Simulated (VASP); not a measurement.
**O: single point with PBEsol**

Crystal: O.

```
CELL_PARAMETERS angstrom
1.42335 0.82177 3.40830
-1.42335 0.82177 3.40830
0.00000 -1.64354 3.40830
ATOMIC_POSITIONS crystal
O 0.05770 0.05770 0.05770
O 0.94230 0.94230 0.94230
```

| Quantity | Value |
| --- | --- |
| Program | VASP 6.6.1 |
| Task | single point |
| Functional | PBEsol |
| Potentials or basis | VASP PAW PBE potentials, release 64 (O) |
| Cutoff | 600 eV |
| k mesh | 6 × 6 × 6 |
| Occupations | gaussian, width 0.014 eV |
| Spin | no spin polarisation |

| Quantity | Value |
| --- | --- |
| Pressure | 5.7 GPa |
| Largest force | 3.933 eV/Å |
| Band gap on the k mesh | zero (band 6 reaches 1.20 eV, above the bottom of band 7 at 0.08 eV) |

Forces in eV/Å, atoms in the order of the input:
```
O    0.000  0.000  3.933
O    0.000  0.000 -3.933
```

Stress tensor (GPa, compression positive):
```
-8.71  0.00  0.00
 0.00 -8.71  0.00
 0.00  0.00 34.46
```

Levels at points of the mesh, in eV from the Fermi level:
| k point | band 4 | band 5 | band 6 | band 7 | band 8 | band 9 |
| --- | --- | --- | --- | --- | --- | --- |
| (0.00, 0.00, 0.00) | -6.70 | -6.70 | 0.48 | 0.48 | 7.99 | 11.57 |
| (0.50, 0.00, 0.00) | -7.98 | -7.09 | -0.83 | -0.01 | 10.41 | 12.36 |
| (0.50, 0.50, 0.00) | -7.35 | -7.29 | -1.45 | 0.53 | 9.95 | 11.44 |
| (0.50, 0.50, 0.50) | -6.80 | -6.80 | 0.73 | 0.73 | 7.81 | 8.26 |

Wall time 11 s on 1 thread of AMD EPYC 7R43 64-Core Processor (Zen 3), on a shared host, peak memory 0.12 GiB.

Caveat: the k points lie up to 0.44 Å⁻¹ apart; the standard files for N, O and F lose accuracy on very short bonds; spin is off for a triplet molecule; the PAW data sets were made with another functional, which shifts forces and pressure a little.
